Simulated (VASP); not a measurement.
Wanted: the native input for a VASP 6.6.1 run.

- Task: single point
- Functional: PBEsol
- Potentials or basis: VASP PAW PBE potentials, release 64 (Au)
- Cutoff: 500 eV
- k mesh: 9 × 9 × 5
- Occupations: fermi-dirac, width 0.1 eV
- Spin: no spin polarisation
- Dipole correction: no
- Further INCAR settings: ALGO = Normal; EDIFF = 1e-06; NBANDS = 18

The structure of Au lies in POSCAR:

```
Au
1.0
    2.8515909523      0.0000000000      0.0000000000
   -1.4257954761      2.4695502059      0.0000000000
    0.0000000000      0.0000000000      4.7613153475
Au
2
Direct
    0.3333333333      0.6666666667      0.2500000000
    0.6666666667      0.3333333333      0.7500000000
```

This isn't the form of Au at room conditions, which is fcc.

These files were run (other wordings do the same):

INCAR

```
PREC = Accurate
ENCUT = 500
EDIFF = 1E-6
ISMEAR = -1
SIGMA = 0.1
LREAL = F
LASPH = T
NELM = 120
ALGO = Normal
ISIF = 2
LWAVE = F
LCHARG = T
GGA = PS
LELF = T
LVHAR = T
NBANDS = 18
GGA_COMPAT = F
```

KPOINTS

```
Automatic mesh
0
Gamma
  9 9 5
```

Potentials or basis: VASP PAW PBE potentials, release 64 (Au).

Launch:

```sh
$ cat potpaw_PBE.64/Au/POTCAR > POTCAR
$ mpirun -np 1 vasp_std > vasp.out
```

It gave:

| Item | Value |
| --- | --- |
| Pressure | 2.5 GPa |
| Band gap on the k mesh | zero (bands 11 and 12 overlap by 6.16 eV) |

Caveat: the PAW data sets were made with another functional, which shifts forces and pressure a little; spin-orbit coupling is left out, which moves the levels of the heavy elements.

It took 14 s on 1 thread of Intel(R) Xeon(R) Platinum 8259CL CPU @ 2.50GHz (Skylake/Cascade Lake), with other jobs on the host, peak memory 0.16 GiB.
